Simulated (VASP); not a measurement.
Write the native input for VASP 6.6.1 that does the following.

```
Task                    : density of states
Functional              : BLYP
Dispersion              : D4
Potentials or basis     : VASP PAW PBE potentials, release 64 (Sb_d_GW)
Cutoff                  : 400 eV
k mesh                  : 8 × 8 × 8
Occupations             : methfessel-paxton, width 0.1 eV
Spin                    : no spin polarisation
Dipole correction       : no
k mesh for the DOS      : 12 × 12 × 12
Second run              : valence_matched
Occupations for the DOS : tetrahedron
Further INCAR settings  : ALGO = Normal; EDIFF = 1e-06
```

The system is Sb.

```
Sb
1.0
     2.15420    1.24373    3.75800
    -2.15420    1.24373    3.75800
     0.00000   -2.48746    3.75800
Sb
2
Direct
  0.76651 0.76651 0.76651
  0.23349 0.23349 0.23349
```

One way to write it, as run:

POSCAR

```
Sb
1.0
    2.1542000000      1.2437279499      3.7580000000
   -2.1542000000      1.2437279499      3.7580000000
    0.0000000000     -2.4874558998      3.7580000000
Sb
2
Direct
    0.7665100000      0.7665100000      0.7665100000
    0.2334900000      0.2334900000      0.2334900000
```

INCAR.step1

```
SYSTEM = Sb
PREC     = Accurate       ! precision mode
ENCUT    = 400            ! plane-wave cutoff, eV
EDIFF    = 1E-6           ! SCF threshold, eV
ISMEAR   = 1              ! smearing method
SIGMA    = 0.1            ! smearing width, eV
LREAL    = .False.        ! projectors in reciprocal space
LASPH    = .True.         ! aspherical terms in the spheres
NELM     = 120            ! most SCF steps
ALGO     = Normal         ! electronic algorithm
ISIF     = 2              ! what is computed and relaxed
LWAVE    = .False.        ! write WAVECAR
LCHARG   = .True.         ! write CHGCAR
GGA      = B5             ! functional
ALDAX    = 1.0          
AGGAX    = 1.0          
AGGAC    = 1.0          
ALDAC    = 0.0          
IVDW     = 13             ! dispersion correction
VDW_S6   = 1.0          
VDW_S8   = 2.34076671   
VDW_A1   = 0.44488865   
VDW_A2   = 4.0933009    
NBANDS   = 22             ! bands
GGA_COMPAT= .False.      
NEDOS    = 2001           ! points of the DOS
LORBIT   = 11             ! projections on sites
```

KPOINTS.step1

```
regular mesh
0
Gamma
  8 8 8
  0 0 0
```

INCAR.step2

```
SYSTEM = Sb
PREC     = Accurate       ! precision mode
ENCUT    = 400            ! plane-wave cutoff, eV
EDIFF    = 1E-6           ! SCF threshold, eV
ISMEAR   = -5             ! smearing method
SIGMA    = 0.1            ! smearing width, eV
LREAL    = .False.        ! projectors in reciprocal space
LASPH    = .True.         ! aspherical terms in the spheres
NELM     = 120            ! most SCF steps
ALGO     = Normal         ! electronic algorithm
ISIF     = 2              ! what is computed and relaxed
LWAVE    = .False.        ! write WAVECAR
LCHARG   = .False.        ! write CHGCAR
GGA      = B5             ! functional
ALDAX    = 1.0          
AGGAX    = 1.0          
AGGAC    = 1.0          
ALDAC    = 0.0          
IVDW     = 13             ! dispersion correction
VDW_S6   = 1.0          
VDW_S8   = 2.34076671   
VDW_A1   = 0.44488865   
VDW_A2   = 4.0933009    
LORBIT   = 11             ! projections on sites
NEDOS    = 1001           ! points of the DOS
ICHARG   = 11             ! starting density
GGA_COMPAT= .False.
```

KPOINTS.step2

```
regular mesh
0
Gamma
  12 12 12
  0 0 0
```

Potentials or basis: VASP PAW PBE potentials, release 64 (Sb_d_GW).

The run is started by

```bash
$ cat potpaw_PBE.64/Sb_d_GW/POTCAR > POTCAR
$ cp INCAR.step1 INCAR
$ cp KPOINTS.step1 KPOINTS
$ mpirun -np 1 vasp_std > vasp.out
$ cp INCAR.step2 INCAR
$ cp KPOINTS.step2 KPOINTS
$ mpirun -np 1 vasp_std > vasp.out
```

Results of the run:

| Property | Result |
| --- | --- |
| Valence electrons inside the program's atomic spheres | Sb 12.79 |
| Dispersion energy per atom | -0.966 eV |

Caveat: spin-orbit coupling is left out, which moves the levels of the heavy elements.

Run time: 2.5 min on 1 thread of Intel(R) Xeon(R) Platinum 8375C CPU @ 2.90GHz (Ice Lake) (shared host), peak memory 0.28 GiB.
